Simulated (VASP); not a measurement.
Input of a VASP 6.6.1 run:

INCAR

```
ALGO = Normal
EDIFF = 1E-8
ENCUT = 520
IBRION = 8
ISIF = 2
ISMEAR = 0
LASPH = T
LCHARG = F
LREAL = F
LWAVE = F
NBANDS = 11
NELM = 100
NSW = 1
PREC = Accurate
SIGMA = 0.01
```

KPOINTS

```
k-points
0
Gamma
  8 8 8
```

The input POSCAR:

```
BP
1.0
    2.2069685688      2.2069685688      0.0000000000
   -2.2069685688      2.2069685688      0.0000000000
    0.0000000000      2.2069685688      2.2069685688
B P
1 1
Direct
    0.0000000000      0.0000000000      0.0000000000
    0.7500000000      0.2500000000      0.5000000000
```

Potentials or basis: VASP PAW LDA potentials, release 64 (B, P).

Launch:

```sh
$ cat potpaw_LDA.64/B/POTCAR potpaw_LDA.64/P/POTCAR > POTCAR
$ mpirun -np 1 vasp_std > vasp.out
```

Predict the highest phonon frequency at Γ, LO-TO splitting left out.

863 cm⁻¹.

Phonon frequencies in cm⁻¹ (negative: imaginary):
| q point | frequencies |
| --- | --- |
| (0.000, 0.000, 0.000) | 0 0 0 863 863 863 |

Caveat: the cell wasn't relaxed at this level first, which shifts response properties.
